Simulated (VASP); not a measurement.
# BaSi3 in VASP: notebook

The runs below take BaSi3 through single point, with PBE.

Program: VASP 6.6.1. These are calculated values, not measurements. Logs are shortened: lines on timing, memory, paths and dates and some standing lists are left out, and cuts for length are marked.

**1. The cell of the first run**

The structure is orthorhombic, space group Cmmm (No. 65). Conventional cell: a = 6.282 Å, b = 6.409 Å, c = 4.487 Å, α = 90.00°, β = 90.00°, γ = 90.00°. Ba (site symmetry mmm) has 12 Si at 3.14 to 3.20 Å within 4.1 Å. Within 4.1 Å of Si (site symmetry 2/m) lie 8 Si at 3.14 to 3.20 Å and 4 Ba at 3.17 Å. Within 4.1 Å of Si (site symmetry mmm) lie 4 Ba at 3.14 to 3.20 Å and 8 Si at 3.17 Å.

**2. Single point, PBE**

INCAR

```
PREC = Accurate ; ENCUT = 520
EDIFF = 1E-6 ; ISMEAR = 0
SIGMA = 0.05 ; LREAL = False
LASPH = True ; NELM = 100
ALGO = Normal ; ISIF = 2
LWAVE = False ; LCHARG = False
GGA = PE ; NBANDS = 19
```

KPOINTS

```
Automatic mesh
0
Gamma
  8 8 8
```

POSCAR

```
BaSi3
1.0
    4.4872196948      0.0448721969      0.0000000000
    0.0448721969      4.4872196948      0.0000000000
    0.0000000000      0.0000000000      4.4872196948
Ba Si
1 3
Direct
    0.0000000000      0.0000000000      0.0000000000
    0.0000000000      0.5000000000      0.5000000000
    0.5000000000      0.5000000000      0.0000000000
    0.5000000000      0.0000000000      0.5000000000
```

Potentials or basis: VASP PAW PBE potentials, release 64 (Ba_sv, Si).

On the command line:

```bash
$ cat potpaw_PBE.64/Ba_sv/POTCAR potpaw_PBE.64/Si/POTCAR > POTCAR
$ mpirun -np 1 vasp_std > vasp.out
```

OUTCAR:

```text
PREC = Accurate
   ENCUT = 520
   EDIFF = 1E-6
   ISMEAR = 0
   LREAL = False
   LASPH = True
   NELM = 100
   ISIF = 2
   GGA = PE

 ion  position               nearest neighbor table
   1  0.000  0.000  0.000-   3 3.14   3 3.14   2 3.17   4 3.17   2 3.17   2 3.17   2 3.17   4 3.17
                             4 3.17   4 3.17   3 3.20   3 3.20
   2  0.000  0.500  0.500-   4 3.14   4 3.14   1 3.17   1 3.17   1 3.17   1 3.17
   3  0.500  0.500  0.000-   1 3.14   1 3.14   1 3.20   1 3.20
   4  0.500  0.000  0.500-   2 3.14   2 3.14   1 3.17   1 3.17   1 3.17   1 3.17

  LATTYP: Found a base centered orthorhombic cell.
 ALAT       =     6.2824280803
 B/A-ratio  =     1.0202020202
 C/A-ratio  =     0.7142492739

  Lattice vectors:

 A1 = (  -0.0448721969,  -4.4872196948,   0.0000000000)
 A2 = (   4.4872196948,   0.0448721969,   0.0000000000)
 A3 = (   0.0000000000,   0.0000000000,   4.4872196948)

Analysis of symmetry for initial positions (statically):
=====================================================================
 Subroutine PRICEL returns:
 Original cell was already a primitive cell.

 Routine SETGRP: Setting up the symmetry group for a
 base centered orthorhombic supercell.

 Subroutine GETGRP returns: Found  8 space group operations
 (whereof  8 operations were pure point group operations)
 out of a pool of  8 trial point group operations.

The static configuration has the point symmetry D_2h.

Analysis of symmetry for dynamics (positions and initial velocities):
=====================================================================
 Subroutine PRICEL returns:
 Original cell was already a primitive cell.

 Routine SETGRP: Setting up the symmetry group for a
 base centered orthorhombic supercell.

 Subroutine GETGRP returns: Found  8 space group operations
 (whereof  8 operations were pure point group operations)
 out of a pool of  8 trial point group operations.

The dynamic configuration has the point symmetry D_2h.

 Subroutine INISYM returns: Found  8 space group operations
 (whereof  8 operations are pure point group operations),
 and found     1 'primitive' translations

----------------------------------------------------------------------------------------

                                     Primitive cell

  volume of cell :      90.3418

  direct lattice vectors                    reciprocal lattice vectors
     4.487219695  0.044872197  0.000000000     0.222877434 -0.002228774  0.000000000
     0.044872197  4.487219695  0.000000000    -0.002228774  0.222877434  0.000000000
     0.000000000  0.000000000  4.487219695     0.000000000  0.000000000  0.222855146

  length of vectors
     4.487444050  4.487444050  4.487219695     0.222888577  0.222888577  0.222855146

  position of ions in fractional coordinates (direct lattice)
     0.000000000  0.000000000  0.000000000
     0.000000000  0.500000000  0.500000000
     0.500000000  0.500000000  0.000000000
     0.500000000  0.000000000  0.500000000

  ion indices of the primitive-cell ions
   primitive index   ion index
                 1           1
                 2           2
                 3           3
                 4           4

----------------------------------------------------------------------------------------

 KPOINTS: Automatic mesh

Automatic generation of k-mesh.
 Grid dimensions read from file:
 generate k-points for:    8    8    8

 Generating k-lattice:

  Cartesian coordinates                     Fractional coordinates (reciprocal lattice)
     0.027859679 -0.000278597  0.000000000     0.125000000  0.000000000  0.000000000
    -0.000278597  0.027859679  0.000000000     0.000000000  0.125000000  0.000000000
     0.000000000  0.000000000  0.027856893     0.000000000  0.000000000  0.125000000

  Length of vectors
     0.027861072  0.027861072  0.027856893

  Shift w.r.t. Gamma in fractional coordinates (k-lattice)
     0.000000000  0.000000000  0.000000000

 Subroutine IBZKPT returns following result:
 ===========================================

 Found    105 irreducible k-points:

 Following reciprocal coordinates:
            Coordinates               Weight
  0.000000  0.000000  0.000000      1.000000
  0.125000  0.000000  0.000000      4.000000
  0.250000  0.000000  0.000000      4.000000
  0.375000  0.000000  0.000000      4.000000
  0.500000  0.000000  0.000000      2.000000
  0.125000  0.125000  0.000000      2.000000
[... 16 lines left out ...]
  0.125000  0.000000  0.125000      8.000000
  0.250000  0.000000  0.125000      8.000000
 [... further k-points ...]
   k-points           NKPTS =    105   k-points in BZ     NKDIM =    105   number of bands    NBANDS=     19
   number of dos      NEDOS =    301   number of ions     NIONS =      4
   total plane-waves  NPLWV =  46656
   dimension x,y,z NGX =    36 NGY =   36 NGZ =   36
   dimension x,y,z NGXF=    72 NGYF=   72 NGZF=   72
   ions per type =               1   3
   NGX,Y,Z   is equivalent  to a cutoff of  13.34, 13.34, 13.34 a.u.
   NGXF,Y,Z  is equivalent  to a cutoff of  26.67, 26.67, 26.68 a.u.
 SYSTEM =  unknown system
   PREC   = accura    normal or accurate (medium, high low for compatibility)
   ISTART =      0    job   : 0-new  1-cont  2-samecut
   ICHARG =      2    charge: 1-file 2-atom 10-const
   ISPIN  =      1    spin polarized calculation?
   LNONCOLLINEAR =      F non collinear calculations
   LSORBIT =      F    spin-orbit coupling
   LASPH  =      T    aspherical Exc in radial PAW
   ENCUT  =  520.0 eV  38.22 Ry    6.18 a.u.   8.34  8.34  8.34*2*pi/ulx,y,z
   NELM   =    100;   NELMIN=  2; NELMDL= -5     # of ELM steps
   EDIFF  = 0.1E-05   stopping-criterion for ELM
   LREAL  =      F    real-space projection
   EDIFFG = 0.1E-04   stopping-criterion for IOM
   NSW    =      0    number of steps for IOM
   IBRION =     -1    ionic relax: 0-MD 1-quasi-New 2-CG
   NFREE  =      0    steps in history (QN), initial steepest desc. (CG)
   ISIF   =      2    stress and relaxation
   ISYM   =      2    0-nonsym 1-usesym 2-fastsym
   POTIM  = 0.5000    time-step for ionic-motion
   TEBEG  =    0.0;   TEEND  =   0.0 temperature during run
   PSTRESS=    0.0 pullay stress
   NELECT =      22.0000    total number of electrons
   NUPDOWN=      -1.0000    fix difference up-down
[... 23 lines left out ...]
 NGX is ok and might be reduce to    36
   NGX = 17   NGY = 17   NGZ = 17

 number of electron      22.0000002 magnetization

 Free energy of the ion-electron system (eV)
  ---------------------------------------------------
  ext. energy  EPLUGINS =         0.00000000
  ---------------------------------------------------
  free energy    TOTEN  =       -16.56036485 eV

  energy without entropy =      -16.55819459  energy(sigma->0) =      -16.55927972

 E-fermi :   5.3095     XC(G=0):  -9.9831

 val. band max:        5.3019516678   @ k =   0.5000   0.1250   0.0000
 cond. band min:       5.3260662846   @ k =   0.1250   0.1250   0.1250
 fundamental gap:      0.0241146168
 Fermi energy:         5.3094651758

 k-point     1 :       0.0000    0.0000    0.0000
  band No.  band energies     occupation
      1     -21.2141      2.00000
      2      -6.7323      2.00000
      3      -6.7114      2.00000
      4      -6.6916      2.00000
      5      -4.5084      2.00000
      6       0.1421      2.00000
[... 11 lines left out ...]
     18       8.5357      0.00000
     19       8.6037      0.00000

 k-point     2 :       0.1250    0.0000    0.0000
  band No.  band energies     occupation
      1     -21.2105      2.00000
      2      -6.8786      2.00000
      3      -6.7000      2.00000
      4      -6.6982      2.00000
      5      -4.2758      2.00000
      6      -0.0557      2.00000
[... 11 lines left out ...]
     18       9.1085      0.00000
     19       9.6557      0.00000

 k-point     3 :       0.2500    0.0000    0.0000
  band No.  band energies     occupation
      1     -21.2017      2.00000
      2      -7.1969      2.00000
      3      -6.6721      2.00000
      4      -6.6721      2.00000
      5      -3.7278      2.00000
      6      -0.6252      2.00000
[... 11 lines left out ...]
     18       9.3759      0.00000
     19      10.4729      0.00000

 k-point     4 :       0.3750    0.0000    0.0000
  band No.  band energies     occupation
      1     -21.1930      2.00000
      2      -7.4553      2.00000
      3      -6.6444      2.00000
      4      -6.6438      2.00000
      5      -3.0301      2.00000
      6      -1.4079      2.00000
[... 11 lines left out ...]
     18       9.9214      0.00000
     19      12.0010      0.00000

 k-point     5 :       0.5000    0.0000    0.0000
  band No.  band energies     occupation
      1     -21.1893      2.00000
      2      -7.5509      2.00000
      3      -6.6327      2.00000
      4      -6.6320      2.00000
      5      -2.3012      2.00000
      6      -2.1804      2.00000
[... 11 lines left out ...]
     18      10.4358      0.00000
     19      11.6120      0.00000

 k-point     6 :       0.1250    0.1250    0.0000
  band No.  band energies     occupation
      1     -21.2070      2.00000
      2      -6.8855      2.00000
      3      -6.8188      2.00000
      4      -6.6890      2.00000
      5      -4.0766      2.00000
      6      -0.0360      2.00000
[... 11 lines left out ...]
     18       9.4417      0.00000
     19       9.4587      0.00000

 k-point     7 :       0.2500    0.1250    0.0000
  band No.  band energies     occupation
      1     -21.1984      2.00000
      2      -7.1666      2.00000
      3      -6.7975      2.00000
      4      -6.6617      2.00000
      5      -3.5763      2.00000
      6      -0.5592      2.00000
[... 11 lines left out ...]
     18       9.9433      0.00000
     19      10.2771      0.00000

 k-point     8 :       0.3750    0.1250    0.0000
  band No.  band energies     occupation
      1     -21.1897      2.00000
      2      -7.4174      2.00000
      3      -6.7577      2.00000
      4      -6.6339      2.00000
      5      -2.9229      2.00000
      6      -1.3325      2.00000
[... 256 lines left out ...]
 k-point    20 :      -0.3750    0.3750    0.0000
  band No.  band energies     occupation
      1     -21.1734      2.00000
      2      -7.2805      2.00000
      3      -7.1917      2.00000
      4      -6.5835      2.00000
      5      -2.4245      2.00000
      6      -0.9610      2.00000
[... 11 lines left out ...]
     18      11.8593      0.00000
     19      12.1503      0.00000

 k-point    21 :       0.5000    0.5000    0.0000
  band No.  band energies     occupation
      1     -21.1667      2.00000
      2      -7.2765      2.00000
      3      -7.2700      2.00000
      4      -6.5629      2.00000
      5      -2.4727      2.00000
      6      -0.8463      2.00000
[... 11 lines left out ...]
     18      11.2695      0.00000
     19      12.8645      0.00000

 k-point    22 :       0.0000    0.0000    0.1250
  band No.  band energies     occupation
      1     -21.2105      2.00000
      2      -6.8755      2.00000
      3      -6.7210      2.00000
      4      -6.6801      2.00000
      5      -4.2759      2.00000
      6      -0.0575      2.00000
[... 11 lines left out ...]
     18       9.1232      0.00000
     19       9.6163      0.00000

 k-point    23 :       0.1250    0.0000    0.1250
  band No.  band energies     occupation
      1     -21.2069      2.00000
      2      -6.9099      2.00000
      3      -6.8027      2.00000
      4      -6.6865      2.00000
      5      -4.0652      2.00000
      6      -0.0672      2.00000
[... 11 lines left out ...]
     18       9.4418      0.00000
     19       9.5817      0.00000

 k-point    24 :       0.2500    0.0000    0.1250
  band No.  band energies     occupation
      1     -21.1983      2.00000
      2      -7.1767      2.00000
      3      -6.7952      2.00000
      4      -6.6613      2.00000
      5      -3.5579      2.00000
      6      -0.5722      2.00000
[... 11 lines left out ...]
     18       9.9137      0.00000
     19      10.1876      0.00000

 [... further k-points ...]
[... 5 lines left out ...]
  --------------------------------------------------------------------------------------
  -------------------------------------------------------------------------------------
  Total        0.4866578      0.4866578      0.4375861     -0.3837403      0.0000000      0.0000000
  in kB        8.6306944      8.6306944      7.7604249     -6.8054900      0.0000000      0.0000000
  external PRESSURE =       8.3406045 kB  Pullay stress =       0.0000000 kB

 VOLUME and BASIS-vectors are now :
 -----------------------------------------------------------------------------
  energy-cutoff  :      520.00
  volume of cell :       90.34
      direct lattice vectors                 reciprocal lattice vectors
     4.487219695  0.044872197  0.000000000     0.222877434 -0.002228774  0.000000000
     0.044872197  4.487219695  0.000000000    -0.002228774  0.222877434  0.000000000
     0.000000000  0.000000000  4.487219695     0.000000000  0.000000000  0.222855146

 POSITION                                       TOTAL-FORCE (eV/Angst)
 -----------------------------------------------------------------------------------
      0.00000      0.00000      0.00000        -0.000000      0.000000      0.000000
      0.02244      2.24361      2.24361        -0.000000      0.000000      0.000000
      2.26605      2.26605      0.00000         0.000000      0.000000      0.000000
      2.24361      0.02244      2.24361        -0.000000     -0.000000      0.000000
 -----------------------------------------------------------------------------------
    total drift:                               -0.000000     -0.000000      0.000000

  FREE ENERGIE OF THE ION-ELECTRON SYSTEM (eV)
  ---------------------------------------------------
  free  energy   TOTEN  =       -16.5603648455 eV

  energy  without entropy=      -16.5581945886  energy(sigma->0) =      -16.55927972
```

Wall time 82 s (1 thread of AMD EPYC 9R45 (Zen 5), shared host); peak memory 0.29 GiB.

Results:

```yaml
Free_energy: -16.5604 eV
Pressure: 0.8 GPa
Band_gap_on_the_k_mesh: zero (band 11 reaches 6.88 eV, above the bottom of band 12 at 4.98 eV)
```

Levels at points of the mesh, in eV from the Fermi level:
```
           k point  band 7  band 8  band 9  band 10  band 11  band 12  band 13  band 14  band 15  band 16
(0.00, 0.00, 0.00)   -5.16   -1.94   -1.84    -1.74     1.57     1.68     1.78     2.79     2.84     2.88
(0.50, 0.00, 0.00)   -4.42   -2.37   -2.37    -1.63     0.52     0.52     1.03     1.13     3.16     3.18
(0.50, 0.50, 0.00)   -5.98   -3.54   -1.18    -1.07    -0.60    -0.14     1.20     1.35     3.61     4.70
(0.00, 0.00, 0.50)   -4.42   -2.42   -2.31    -1.63     0.44     0.60     1.02     1.11     2.96     3.43
(0.50, 0.00, 0.50)   -6.06   -3.54   -1.15    -1.13    -0.58    -0.14     1.27     1.27     3.63     4.70
(0.50, 0.50, 0.50)   -6.90   -4.42   -1.48    -1.40    -1.31     4.34     4.85     4.87     4.91     5.37
```

Caveat: spin-orbit coupling is left out, which moves the levels of the heavy elements.

**3. Single point, PBE (atom 3 (Si) moved 0.12 Å along z)**

INCAR

```
SYSTEM = BaSi3
PREC = Accurate
ENCUT = 520
EDIFF = 1E-7
ISMEAR = 0
SIGMA = 0.05
LREAL = .False.
LASPH = .True.
NELM = 100
ALGO = Normal
ISIF = 2
LWAVE = .False.
LCHARG = .False.
GGA = PE
NBANDS = 19
```

KPOINTS

```
regular mesh
0
Gamma
  8 8 8
  0 0 0
```

POSCAR

```
BaSi3
1.0
    4.4872196948      0.0000000000      0.0000000000
    0.0000000000      4.4872196948      0.0000000000
    0.0000000000      0.0000000000      4.4872196948
Ba Si
1 3
Direct
    0.0000000000      0.0000000000      0.0000000000
    0.0000000000      0.5000000000      0.5000000000
    0.5000000000      0.5000000000      0.0267426175
    0.5000000000      0.0000000000      0.5000000000
```

Potentials or basis: VASP PAW PBE potentials, release 64 (Ba_sv, Si).

On the command line:

```bash
$ cat potpaw_PBE.64/Ba_sv/POTCAR potpaw_PBE.64/Si/POTCAR > POTCAR
$ mpirun -np 1 vasp_std > vasp.out
```

Run time: 70 s. Hardware: 1 thread of AMD EPYC 9R45 (Zen 5), shared host; peak memory 0.25 GiB.

Results (log left out):

```yaml
Free_energy: -16.5989 eV
Pressure: 0.9 GPa
Largest_force: 0.556 eV/Å
Band_gap_on_the_k_mesh: zero (band 11 reaches 6.98 eV, above the bottom of band 12 at 5.02 eV)
```

Forces in eV/Å, atoms in the order of the input:
```
Ba   0.000  0.000 -0.088
Si   0.000  0.000 -0.234
Si   0.000  0.000  0.556
Si   0.000  0.000 -0.234
```

Stress tensor (GPa, compression positive):
```
0.68 0.00 0.00
0.00 0.68 0.00
0.00 0.00 1.20
```

Levels at points of the mesh, in eV from the Fermi level:
```tsv
k point	band 7	band 8	band 9	band 10	band 11	band 12	band 13	band 14	band 15	band 16
(0.00, 0.00, 0.00)	-5.14	-1.86	-1.86	-1.82	1.67	1.68	1.68	2.87	2.89	2.89
(0.50, 0.00, 0.00)	-4.40	-2.37	-2.33	-1.62	0.50	0.52	0.98	1.18	3.21	3.25
(0.00, 0.00, 0.50)	-4.42	-2.38	-2.38	-1.62	0.54	0.54	1.02	1.13	3.20	3.20
(0.50, 0.50, 0.00)	-6.07	-3.54	-1.14	-1.14	-0.67	-0.03	1.33	1.33	3.64	4.71
(0.00, 0.50, 0.50)	-6.02	-3.52	-1.16	-1.12	-0.61	-0.09	1.27	1.27	3.65	4.69
(0.50, 0.50, 0.50)	-6.99	-4.39	-1.39	-1.38	-1.38	4.35	4.89	4.92	4.92	5.36
```

Caveat: the cell differs from its parent crystal (atom 3 (Si) moved 0.12 Å along z); spin-orbit coupling is left out, which moves the levels of the heavy elements.

**4. Single point, PBE**

This run uses another cell than the first one, of 23.04 Å³/atom, 1.020 times its volume.

INCAR

```
SYSTEM = BaSi3
PREC = Accurate ; ENCUT = 520
EDIFF = 1E-6 ; ISMEAR = 0
SIGMA = 0.05 ; LREAL = .False.
LASPH = .True. ; NELM = 80
ALGO = Normal ; ISIF = 2
LWAVE = .False. ; LCHARG = .True.
GGA = PE ; LELF = .True.
LVHAR = .True. ; NBANDS = 19
```

KPOINTS is that of step 3.

POSCAR

```
BaSi3
1.0
    4.4872196948      0.0000000000      0.0000000000
    0.0000000000      4.4872196948      0.0000000000
    0.0000000000      0.0000000000      4.5769640887
Ba Si
1 3
Direct
    0.0000000000      0.0000000000      0.0000000000
    0.0000000000      0.5000000000      0.5000000000
    0.5000000000      0.5000000000      0.0000000000
    0.5000000000      0.0000000000      0.5000000000
```

On the command line:

```bash
$ cat potpaw_PBE.64/Ba_sv/POTCAR potpaw_PBE.64/Si/POTCAR > POTCAR
$ mpirun -np 1 vasp_std > vasp.out
```

Wall time 62 s (1 thread of AMD EPYC 9R45 (Zen 5), shared host); peak memory 0.25 GiB.

The run converged. Its results:

```
Free energy            : -16.5614 eV
Pressure               : -0.2 GPa
Band gap on the k mesh : zero (band 11 reaches 6.79 eV, above the bottom of band 12 at 4.77 eV)
```

Stress tensor (GPa, compression positive):
```
 0.32  0.00  0.00
 0.00  0.32  0.00
 0.00  0.00 -1.29
```

Levels at points of the mesh, in eV from the Fermi level:
| k point | band 7 | band 8 | band 9 | band 10 | band 11 | band 12 | band 13 | band 14 | band 15 | band 16 |
| --- | --- | --- | --- | --- | --- | --- | --- | --- | --- | --- |
| (0.00, 0.00, 0.00) | -5.05 | -1.90 | -1.77 | -1.77 | 1.66 | 1.66 | 1.66 | 2.86 | 2.86 | 2.96 |
| (0.50, 0.00, 0.00) | -4.49 | -2.39 | -2.24 | -1.59 | 0.46 | 0.51 | 1.03 | 1.09 | 3.01 | 3.16 |
| (0.50, 0.50, 0.00) | -6.08 | -3.51 | -1.13 | -1.13 | -0.77 | -0.18 | 1.21 | 1.21 | 3.79 | 4.78 |
| (0.00, 0.00, 0.50) | -4.38 | -2.26 | -2.26 | -1.50 | 0.56 | 0.56 | 0.97 | 0.98 | 3.29 | 3.29 |
| (0.50, 0.00, 0.50) | -6.06 | -3.46 | -1.08 | -1.00 | -0.52 | -0.06 | 1.23 | 1.25 | 3.45 | 4.64 |
| (0.50, 0.50, 0.50) | -6.92 | -4.31 | -1.52 | -1.36 | -1.36 | 4.26 | 4.70 | 4.70 | 4.97 | 5.12 |

Caveat: spin-orbit coupling is left out, which moves the levels of the heavy elements.

**5. The runs side by side**

| cell | gap on the mesh (eV) | pressure (GPa) |
| --- | --- | --- |
| a = 4.487 Å, angles 90.0, 90.0, 88.9°, 4 atoms | none | 0.8 |
| a = 4.487 Å, 4 atoms | none | 0.9 |
| a = 4.487, b = 4.487, c = 4.577 Å, 4 atoms | none | -0.2 |

Alike in all rows: task single point; level PBE; potentials or basis VASP PAW PBE potentials, release 64 (Ba_sv, Si); no spin polarisation; k mesh 8 × 8 × 8; cutoff (eV) 520; smearing gaussian 0.05 eV.

Caveats: spin-orbit coupling is left out, which moves the levels of the heavy elements.

Total energies depend on the potentials used, so only differences within one code and one set of settings carry meaning.
